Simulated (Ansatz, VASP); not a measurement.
# Two plane-wave programs on Bi

INCAR

```
  PREC = Accurate
  ENCUT = 520
  EDIFF = 1E-7
  ISMEAR = 0
  SIGMA = 0.1
  LREAL = F
  LASPH = T
  NELM = 80
  ALGO = Normal
  ISIF = 2
  LWAVE = F
  LCHARG = T
  GGA = PS
  LELF = T
  LVHAR = T
  NBANDS = 22
```

Contents of KPOINTS:

```
Automatic mesh
0
Gamma
  12 12 4
```

Contents of POSCAR:

```
Bi
1.0
    4.6360895161      0.0000000000      0.0000000000
   -2.3180447581      4.0149712952      0.0000000000
    0.0000000000      0.0000000000     12.4368923100
Bi
2
Direct
    0.3333333333      0.6666666667      0.2500000000
    0.6666666667      0.3333333333      0.7500000000
```

Input for Ansatz:

```yaml
crystal:
  lattice:
    - [4.6360895161, 0.0, 0.0]
    - [-2.3180447581, 4.0149712952, 0.0]
    - [0.0, 0.0, 12.43689231]
  atoms:
    - { symbol: Bi, position: [0.3333333333, 0.6666666667, 0.25] }
    - { symbol: Bi, position: [0.6666666667, 0.3333333333, 0.75] }
basis:
  ecutwfc: 420
kpoints:
  mp_grid: { grid: [12, 12, 4] }
hamiltonian:
  xc: pbesol
scf:
  occupations: { method: gaussian, width: 0.1 }
output:
  forces: true
  stress: true
  eigenvalues: true
```

Alike in both runs: task single point; functional PBEsol; k mesh 12 × 12 × 4; occupations gaussian, width 0.1 eV; no spin polarisation.

|  | VASP | Ansatz |
| --- | --- | --- |
| version | VASP 6.6.1 | Ansatz 0.2.0 |
| potentials or method | VASP PAW PBE potentials, release 64 (Bi_d), cutoff 520 eV | scalar-relativistic, plane waves, PAW |
| valence electrons in the cell | 30 | 30 |

```tsv
	VASP	Ansatz	Ansatz less VASP
gap on the k mesh at the Fermi level (eV)	none	none	-
pressure (GPa)	-3.0	-3.0	+0.02
traceless stress, the component that is largest in VASP (GPa)	2.83	2.83	+0.001
```

VASP's potentials were made for PBE, not for PBEsol. A gap of «none» marks a metal or a gap that the smearing closes.

Neither program's run includes spin-orbit coupling.
